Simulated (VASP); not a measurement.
Here is a VASP 6.6.1 calculation.

File INCAR:

```
PREC = Accurate
ENCUT = 520
EDIFF = 1E-6
ISMEAR = -1
SIGMA = 0.05
LREAL = F
LASPH = T
NELM = 60
ALGO = Normal
ISIF = 2
LWAVE = F
LCHARG = F
GGA = B5
ALDAX = 1.0
AGGAX = 1.0
AGGAC = 1.0
ALDAC = 0.0
NBANDS = 14
```

Contents of KPOINTS:

```
regular mesh
0
Gamma
  10 10 7
```

Contents of POSCAR:

```
ZrB
1.0
    1.9614334600     -1.9857162700      0.0000000000
    1.9614334600      1.9857162700      0.0000000000
    0.0000000000      0.0000000000      4.0139456300
Zr B
1 1
Direct
    0.0000000000      0.0000000000      0.5000000000
    0.5000000000      0.5000000000      0.5000000000
```

Potentials or basis: VASP PAW PBE potentials, release 64 (Zr_sv, B).

Launch:

```bash
$ cat potpaw_PBE.64/Zr_sv/POTCAR potpaw_PBE.64/B/POTCAR > POTCAR
$ mpirun -np 1 vasp_std > vasp.out
```

Problem. Estimate the pressure.

Solution. 81.7 GPa.

Stress tensor (GPa, compression positive):
```
122.20   0.00   0.00
  0.00 119.70   0.00
  0.00   0.00   3.15
```

Caveat: the PAW data sets were made with another functional, which shifts forces and pressure a little.
